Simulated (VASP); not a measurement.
Here is a VASP 6.6.1 calculation.

POSCAR

```
C
1.0
    0.0000000000      1.7801417077      1.7801417077
    1.7801417077      0.0000000000      1.7801417077
    1.7801417077      1.7801417077      0.0000000000
C
2
Direct
    0.5000000000      0.5000000000      0.5000000000
    0.7500000000      0.7500000000      0.7500000000
```

File INCAR.step1:

```
  ALGO = Normal
  EDIFF = 1E-5
  ENCUT = 910
  GGA = PE
  GGA_COMPAT = False
  ISMEAR = 0
  LASPH = True
  LCHARG = False
  LREAL = False
  LWAVE = True
  NBANDS = 11
  NELM = 120
  PREC = Accurate
  SIGMA = 0.02
```

INCAR.step2

```
  ALGO = Normal
  EDIFF = 1E-6
  ENCUT = 910
  GGA_COMPAT = False
  ISIF = 2
  ISMEAR = 0
  ISTART = 1
  LASPH = True
  LCHARG = False
  LMIXTAU = True
  LREAL = False
  LWAVE = False
  METAGGA = R2SCAN
  NBANDS = 11
  NELM = 120
  PREC = Accurate
  SIGMA = 0.02
```

The input KPOINTS:

```
k-points
0
Gamma
  12 12 12
```

Potentials or basis: VASP PAW PBE potentials, release 64 (C_h).

Command:

```console
$ cat potpaw_PBE.64/C_h/POTCAR > POTCAR
$ cp INCAR.step1 INCAR
$ mpirun -np 1 vasp_std > vasp.out
$ cp INCAR.step2 INCAR
$ mpirun -np 1 vasp_std > vasp.out
```

(1) What does it give for the pressure?

(2) What does it give for the band gap on the k mesh?

Results:

(1) -0.8 GPa.

(2) 4.39 eV, indirect (least direct gap 5.89 eV).

Caveat: the cutoff is under 1.25 times the usual one of these potentials, so pressure, stress and relaxed cells hold a basis-set (Pulay) error; the PAW data sets were made with another functional, which shifts forces and pressure a little.
